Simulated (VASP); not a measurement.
Set up this calculation in VASP 6.6.1, as the native input.

```yaml
Task: single point
Functional: PBEsol
Potentials_or_basis: VASP PAW PBE potentials, release 64 (Al, Co)
Cutoff: 520 eV
k_mesh: 18 × 18 × 18
Occupations: gaussian, width 0.1 eV
Spin: no spin polarisation
Dipole_correction: no
Further_INCAR_settings: ALGO = Normal; EDIFF = 1e-06; NBANDS = 13
```

The structure of AlCo lies in POSCAR:

```
AlCo
1.0
    2.8225855357      0.0000000000      0.0000000000
    0.0000000000      2.8225855357      0.0000000000
    0.0000000000      0.0000000000      2.8225855357
Al Co
1 1
Direct
    0.0000000000      0.0000000000      0.0000000000
    0.5000000000      0.5000000000      0.5000000000
```

The input as run:

INCAR

```
SYSTEM = AlCo
  PREC = Accurate
  ENCUT = 520
  EDIFF = 1E-6
  ISMEAR = 0
  SIGMA = 0.1
  LREAL = .False.
  LASPH = .True.
  NELM = 100
  ALGO = Normal
  ISIF = 2
  LWAVE = .False.
  LCHARG = .False.
  GGA = PS
  NBANDS = 13
```

KPOINTS

```
regular mesh
0
Gamma
  18 18 18
  0 0 0
```

Potentials or basis: VASP PAW PBE potentials, release 64 (Al, Co).

Run with:

```console
$ cat potpaw_PBE.64/Al/POTCAR potpaw_PBE.64/Co/POTCAR > POTCAR
$ mpirun -np 1 vasp_std > vasp.out
```

It gave:

```json
{"Pressure": "0.1 GPa", "Band gap on the k mesh": "zero (band 6 reaches 13.20 eV, above the bottom of band 7 at 10.57 eV)"}
```

Caveat: the PAW data sets were made with another functional, which shifts forces and pressure a little.

It took 17 s on 1 thread of Intel(R) Xeon(R) 6975P-C (Granite Rapids), with other jobs on the host, peak memory 0.19 GiB.
